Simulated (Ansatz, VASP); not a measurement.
**Si4BW in VASP and in Ansatz**

```
Si B W
1.0
     3.73292    0.00000    0.00000
     0.00000    3.73292    0.00000
     0.00000    0.00000    5.98154
Si B W
4 1 1
Direct
  0.50000 0.00000 0.71320
  0.00000 0.50000 0.28680
  0.50000 0.00000 0.28680
  0.00000 0.50000 0.71320
  0.50000 0.50000 0.50000
  0.00000 0.00000 0.00000
```

Change from the starting cell: species swapped into the Mg4SiGe type (P4/mmm, No. 123).

Alike in both runs: functional PBE; k mesh 4 × 4 × 4; occupations gaussian, width 0.1 eV; no spin polarisation.

Ansatz relaxed the structure, and its values are those at the end. VASP's run is a single point on that final structure, the one shown.

|  | VASP | Ansatz |
| --- | --- | --- |
| version | VASP 6.6.1 | Ansatz 0.2.0 |
| potentials or method | VASP PAW PBE potentials, release 64 (Si, B, W_sv), cutoff 520 eV | scalar-relativistic, plane waves, PAW |
| valence electrons in the cell | 33 | 33 |

Ansatz gave:

```
gap on the k mesh at the Fermi level (eV) : none
pressure (GPa)                            : -0.1
rms of the force components (eV/Å)        : 0.004
```

Q: Which values does VASP return?

A: gap on the k mesh at the Fermi level (eV): none; pressure (GPa): -0.1; rms of the force components (eV/Å): 0.001.

A gap of «none» marks a metal or a gap that the smearing closes.

The k mesh is coarse, so the values compare programs but aren't converged. Spin-orbit coupling is off throughout.
